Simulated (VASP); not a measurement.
Set up this calculation in VASP 6.6.1, as the native input.

```yaml
Task: single point
Functional: LDA
Potentials_or_basis: VASP PAW LDA potentials, release 64 (Nb_sv, B)
Cutoff: 520 eV
k_mesh: 18 × 18 × 14
Occupations: gaussian, width 0.15 eV
Spin: no spin polarisation
Dipole_correction: no
Further_INCAR_settings: ALGO = Normal; EDIFF = 1e-06; NBANDS = 16
```

The structure of NbB2 lies in POSCAR:

```
NbB2
1.0
    2.9951814504      0.0000000000      0.0000000000
   -1.4975907252      2.5939032250      0.0000000000
    0.0000000000      0.0000000000      3.1172555950
Nb B
1 2
Direct
    0.0000000000      0.0000000000      0.0000000000
    0.3333333333      0.6666666667      0.5000000000
    0.6666666667      0.3333333333      0.5000000000
```

This cell differs from its parent crystal: strain -0.025 along x and y, -0.050 along z.

One way to write it, as run:

INCAR

```
SYSTEM = NbB2
ALGO     = Normal         ! electronic algorithm
EDIFF    = 1E-6           ! SCF threshold, eV
ENCUT    = 520            ! plane-wave cutoff, eV
GGA      = CA             ! functional
ISIF     = 2              ! what is computed and relaxed
ISMEAR   = 0              ! smearing method
LASPH    = .TRUE.         ! aspherical terms in the spheres
LCHARG   = .FALSE.        ! write CHGCAR
LREAL    = .FALSE.        ! projectors in reciprocal space
LWAVE    = .FALSE.        ! write WAVECAR
NBANDS   = 16             ! bands
NELM     = 60             ! most SCF steps
PREC     = Accurate       ! precision mode
SIGMA    = 0.15           ! smearing width, eV
```

KPOINTS

```
k-points
0
G
  18 18 14
  0 0 0
```

Potentials or basis: VASP PAW LDA potentials, release 64 (Nb_sv, B).

Command:

```bash
$ cat potpaw_LDA.64/Nb_sv/POTCAR potpaw_LDA.64/B/POTCAR > POTCAR
$ mpirun -np 1 vasp_std > vasp.out
```

It gave:

```json
{
  "Pressure": "39.0 GPa"
}
```

Caveat: the cell differs from its parent crystal (strain -0.025 along x and y, -0.050 along z).

Wall time 30 s on 1 thread of Intel(R) Xeon(R) 6975P-C (Granite Rapids) (shared host), peak memory 0.21 GiB.
